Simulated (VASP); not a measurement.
Ta: single point with PBEsol

The system is Ta.

```xyz
1
Lattice="-1.7605 1.6402 1.8043 1.7605 -1.6402 1.8043 1.7605 1.6402 -1.8043" Properties=species:S:1:pos:R:3 pbc="T T T"
Ta    0.0000    0.0000    0.0000
```

This cell differs from its parent crystal: normal strain along x +0.0733, normal strain along z +0.1000.

- Program: VASP 6.6.1
- Task: single point
- Functional: PBEsol
- Potentials or basis: VASP PAW PBE potentials, release 64 (Ta_pv)
- Cutoff: 520 eV
- k mesh: 20 × 20 × 20
- Occupations: gaussian, width 0.15 eV
- Spin: no spin polarisation
- Dipole correction: no
- Further INCAR settings: ALGO = Fast; EDIFF = 1e-07; NBANDS = 12

The pressure is -24.6 GPa. The band gap on the k mesh is zero (an odd number of electrons rules out a gap without spin polarisation).

Stress tensor (GPa, compression positive):
```
-25.01   0.00   0.00
  0.00 -22.00   0.00
  0.00   0.00 -26.65
```

Levels at points of the mesh, in eV from the Fermi level:
```
           k point  band 2  band 3  band 4  band 5  band 6  band 7  band 8  band 9
(0.00, 0.00, 0.00)  -33.64  -33.62   -7.38    0.11    0.91    1.14    2.74    3.98
(0.50, 0.00, 0.00)  -33.88  -33.66   -3.79   -1.36    1.17    3.07    4.66    6.36
(0.00, 0.50, 0.00)  -33.83  -33.61   -3.91   -0.54    0.71    2.44    3.76    6.28
(0.50, 0.50, 0.00)  -33.89  -33.66   -3.77   -1.61    1.31    3.50    4.70    6.45
(0.50, 0.50, 0.50)  -34.16  -34.05   -3.16   -2.98    5.56    5.64    5.88    6.46
```

It took 2.5 min on 1 thread of AMD EPYC 9R45 96-Core Processor (Zen 5), on a shared host, peak memory 0.34 GiB.

Caveat: the cell differs from its parent crystal (normal strain along x +0.0733, normal strain along z +0.1000); the cell stands under tension; the PAW data sets were made with another functional, which shifts forces and pressure a little; spin-orbit coupling is left out, which moves the levels of the heavy elements.
